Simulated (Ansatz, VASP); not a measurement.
## NaF: VASP beside Ansatz

POSCAR

```
NaF
1.0
    4.0927992171      0.0000000000      0.0000000000
   -2.0463996086      3.5444680946      0.0000000000
    0.0000000000      0.0000000000      4.4694480642
Na F
2 2
Direct
    0.3333333333      0.6666666667     -0.0625000000
    0.6666666667      0.3333333333      0.4375000000
    0.3333333333      0.6666666667      0.4375000000
    0.6666666667      0.3333333333      0.9375000000
```

The input INCAR.step1:

```
SYSTEM = NaF
ALGO     = Normal         ! electronic algorithm
EDIFF    = 1E-4           ! SCF threshold, eV
ENCUT    = 520            ! plane-wave cutoff, eV
GGA      = PE             ! functional
ISMEAR   = 0              ! smearing method
LASPH    = .TRUE.         ! aspherical terms in the spheres
LCHARG   = .FALSE.        ! write CHGCAR
LREAL    = .FALSE.        ! projectors in reciprocal space
LWAVE    = .TRUE.         ! write WAVECAR
NBANDS   = 22             ! bands
NELM     = 100            ! most SCF steps
PREC     = Accurate       ! precision mode
SIGMA    = 0.01           ! smearing width, eV
```

The input INCAR.step2:

```
SYSTEM = NaF
ALGO     = Normal         ! electronic algorithm
EDIFF    = 1E-7           ! SCF threshold, eV
ENCUT    = 520            ! plane-wave cutoff, eV
ISIF     = 2              ! what is computed and relaxed
ISMEAR   = 0              ! smearing method
ISTART   = 1            
LASPH    = .TRUE.         ! aspherical terms in the spheres
LCHARG   = .FALSE.        ! write CHGCAR
LMIXTAU  = .TRUE.       
LREAL    = .FALSE.        ! projectors in reciprocal space
LWAVE    = .FALSE.        ! write WAVECAR
METAGGA  = R2SCAN         ! meta-GGA
NBANDS   = 22             ! bands
NELM     = 100            ! most SCF steps
PREC     = Accurate       ! precision mode
SIGMA    = 0.01           ! smearing width, eV
```

Contents of KPOINTS:

```
k-points
0
G
  12 12 6
  0 0 0
```

Input for Ansatz:

```yaml
crystal:
  lattice:
    - [4.0927992171, 0.0, 0.0]
    - [-2.0463996086, 3.5444680946, 0.0]
    - [0.0, 0.0, 4.4694480642]
  atoms:
    - { symbol: Na, position: [0.3333333333, 0.6666666667, -0.0625] }
    - { symbol: Na, position: [0.6666666667, 0.3333333333, 0.4375] }
    - { symbol: F, position: [0.3333333333, 0.6666666667, 0.4375] }
    - { symbol: F, position: [0.6666666667, 0.3333333333, 0.9375] }
kpoints:
  mp_grid: { grid: [12, 12, 6] }
  band_path:
    path:
      - [0.0, 0.0, 0.0]
      - [0.5, 0.0, 0.0]
      - [0.3333333333, 0.3333333333, 0.0]
      - [0.0, 0.0, 0.5]
      - [0.5, 0.0, 0.5]
      - [0.3333333333, 0.3333333333, 0.5]
    npoints: 1
hamiltonian:
  xc: r2scan
scf:
  occupations: { method: fixed }
  n_extra_bands: 5
output:
  forces: true
  stress: true
  eigenvalues: true
```

Change from the starting cell: epitaxial_xy strain +5.8%.

Alike in both runs: task single point; functional r2SCAN; k mesh 12 × 12 × 6; no spin polarisation.

|  | VASP | Ansatz |
| --- | --- | --- |
| version | VASP 6.6.1 | Ansatz 0.2.0 |
| potentials or method | VASP PAW PBE potentials, release 64 (Na_pv, F) | plane waves, PAW |
| plane-wave cutoff (eV) | 520 | 500 |
| occupations | gaussian, width 0.01 eV | fixed |
| valence electrons in the cell | 28 | 32 |

```tsv
	VASP	Ansatz	Ansatz less VASP
gap on the k mesh at the Fermi level (eV)	6.08	6.07	-0.010
pressure (GPa)	-3.0	-2.5	+0.49
traceless stress, the component that is largest in VASP (GPa)	2.45	2.51	+0.063
```

VASP's potentials were made for PBE, not for r2SCAN. VASP's potentials hold 28 valence electrons a cell and Ansatz's 32, so a difference there can come from the potentials and not from the codes.
